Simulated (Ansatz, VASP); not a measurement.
**Al2Cu in VASP and in Ansatz**

INCAR

```
SYSTEM = Al2Cu
PREC     = Accurate       ! precision mode
ENCUT    = 520            ! plane-wave cutoff, eV
EDIFF    = 1E-6           ! SCF threshold, eV
ISMEAR   = 0              ! smearing method
SIGMA    = 0.15           ! smearing width, eV
LREAL    = .False.        ! projectors in reciprocal space
LASPH    = .True.         ! aspherical terms in the spheres
NELM     = 100            ! most SCF steps
ALGO     = Fast           ! electronic algorithm
ISIF     = 2              ! what is computed and relaxed
LWAVE    = .False.        ! write WAVECAR
LCHARG   = .False.        ! write CHGCAR
GGA      = PE             ! functional
NBANDS   = 16             ! bands
```

File KPOINTS:

```
Automatic mesh
0
Gamma
  14 14 14
  0 0 0
```

File POSCAR:

```
Al2Cu
1.0
   -2.0446004822      2.0446004822      2.9587710369
    2.0446004822     -2.0446004822      2.9587710369
    2.0446004822      2.0446004822     -2.9587710369
Al Cu
2 1
Direct
    0.7396244084      0.2396244084      0.5000000000
    0.2603755916      0.7603755916      0.5000000000
    0.5000000000      0.5000000000      0.0000000000
```

Input for Ansatz:

```yaml
crystal:
  lattice:
    - [-2.0446004822, 2.0446004822, 2.9587710369]
    - [2.0446004822, -2.0446004822, 2.9587710369]
    - [2.0446004822, 2.0446004822, -2.9587710369]
  atoms:
    - { symbol: Al, position: [0.7396244084, 0.2396244084, 0.5] }
    - { symbol: Al, position: [0.2603755916, 0.7603755916, 0.5] }
    - { symbol: Cu, position: [0.5, 0.5, 0.0] }
basis:
  ecutwfc: 520.0
kpoints:
  mp_grid: { grid: [14, 14, 14] }
hamiltonian:
  xc: pbe
  pseudopotentials: { kind: paw, azcp: { folder: soft_1 } }
scf:
  occupations: { method: gaussian, width: 0.15 }
output:
  forces: true
  stress: true
  eigenvalues: true
```

Change from the starting cell: mode 9 frozen in at -0.060 Å, normal strain along z +0.0233.

Alike in both runs: task single point; functional PBE; k mesh 14 × 14 × 14; occupations gaussian, width 0.15 eV; no spin polarisation.

|  | VASP | Ansatz |
| --- | --- | --- |
| version | VASP 6.6.1 | Ansatz 0.2.0 |
| potentials or method | VASP PAW PBE potentials, release 64 (Al, Cu), cutoff 520 eV | scalar-relativistic, plane waves, PAW |
| valence electrons in the cell | 17 | 25 |

```csv
,VASP,Ansatz,Ansatz less VASP
gap on the k mesh at the Fermi level (eV),none,none,-
pressure (GPa),-1.6,-1.8,-0.20
"traceless stress, the component that is largest in VASP (GPa)",2.19,2.18,-0.007
rms of the force components (eV/Å),0.176,0.176,0.0000
```

Atom by atom the forces differ by 0.000 eV/Å (rms over components). A gap of «none» marks a metal or a gap that the smearing closes. VASP's potentials hold 17 valence electrons a cell and Ansatz's 25, so a difference there can come from the potentials and not from the codes.
